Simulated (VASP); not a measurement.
Runs of VASP 6.6.1 on Mg2C. The structure is that of space group Fm-3m (No. 225), or close to it. The cells are those of the table. 

```tsv
level	cell	k mesh	smearing	grid for exact exchange (PRECFOCK)	share of exact exchange	screening parameter	gap on the mesh (eV)	pressure (GPa)
r2SCAN	a = 3.834, b = 3.834, c = 3.902 Å, angles 59.4, 59.4, 58.8°, 3 atoms	8 × 8 × 8	gaussian 0.01 eV	-	-	-	1.01	-0.3
PBE	a = 3.834, b = 3.834, c = 3.902 Å, angles 59.4, 59.4, 58.8°, 3 atoms	8 × 8 × 8	fermi-dirac 0.02 eV	-	-	-	0.64	(b)
HSE06	a = 3.604 Å, angles 60.0°, 3 atoms	6 × 6 × 6	gaussian 0.01 eV	Normal	0.25	0.2079 1/Å	1.47	(c)
r2SCAN	a = 3.604 Å, angles 60.0°, 3 atoms	8 × 8 × 8	gaussian 0.01 eV	-	-	-	1.13	(a)
PBE	a = 3.604 Å, angles 60.0°, 3 atoms	8 × 8 × 8	fermi-dirac 0.02 eV	-	-	-	0.73	28.4
```

Alike in all rows: task single point; potentials or basis VASP PAW PBE potentials, release 64 (C, Mg); no spin polarisation; cutoff (eV) 520.

Question: Estimate the missing entries.

Answer: (a) 26.1; (b) 2.0; (c) 26.0.

Caveats: the PAW data sets were made with another functional, which shifts forces and pressure a little (at least some runs); the cell stands under pressure (at least some runs).

A k mesh can miss the band edges.
